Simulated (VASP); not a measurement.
Wanted: the native input for a VASP 6.6.1 run.

| Quantity | Value |
| --- | --- |
| Task | single point |
| Functional | PBEsol |
| Potentials or basis | VASP PAW PBE potentials, release 64 (Mg, O) |
| Cutoff | 520 eV |
| k mesh | 9 × 9 × 4 |
| Occupations | gaussian, width 0.05 eV |
| Spin | no spin polarisation |
| Dipole correction | no |
| Further INCAR settings | ALGO = Normal; EDIFF = 1e-06; NBANDS = 26 |

The structure of MgO lies in POSCAR:

```
MgO
1.0
    3.2553371795      0.0000000000      0.0000000000
   -1.6276685897      2.8192046953      0.0000000000
    0.0000000000      0.0000000000     10.4149514991
Mg O
4 4
Direct
    0.3333333333      0.6666666667      0.9695963559
    0.0000000000      0.0000000000      0.2209473890
    0.0000000000      0.0000000000      0.7209473890
    0.6666666667      0.3333333333      0.4695963559
    0.3333333333      0.6666666667      0.7799156657
   -0.0798688387      0.0000000000      0.5420208246
    0.0000000000      0.0000000000      0.0295387694
    0.6666666667      0.3333333333      0.2799156657
```

This cell differs from its parent crystal: atom 6 (O) moved by -0.260 Å along [1 0 0] and +0.130 Å along [0 0 1].

These files were run (other wordings do the same):

INCAR

```
SYSTEM = MgO
  PREC = Accurate
  ENCUT = 520
  EDIFF = 1E-6
  ISMEAR = 0
  SIGMA = 0.05
  LREAL = .FALSE.
  LASPH = .TRUE.
  NELM = 100
  ALGO = Normal
  ISIF = 2
  LWAVE = .FALSE.
  LCHARG = .FALSE.
  GGA = PS
  NBANDS = 26
```

KPOINTS

```
regular mesh
0
G
  9 9 4
  0 0 0
```

Potentials or basis: VASP PAW PBE potentials, release 64 (Mg, O).

Command:

```bash
$ cat potpaw_PBE.64/Mg/POTCAR potpaw_PBE.64/O/POTCAR > POTCAR
$ mpirun -np 1 vasp_std > vasp.out
```

It gave:

The pressure is 1.2 GPa, the largest force is 2.610 eV/Å and the band gap on the k mesh is 3.10 eV, direct.

Caveat: the cell differs from its parent crystal (atom 6 (O) moved by -0.260 Å along [1 0 0] and +0.130 Å along [0 0 1]); the PAW data sets were made with another functional, which shifts forces and pressure a little.

It took 6.4 min on 1 thread of Intel(R) Xeon(R) Platinum 8488C (Sapphire Rapids), with other jobs on the host, peak memory 0.42 GiB.
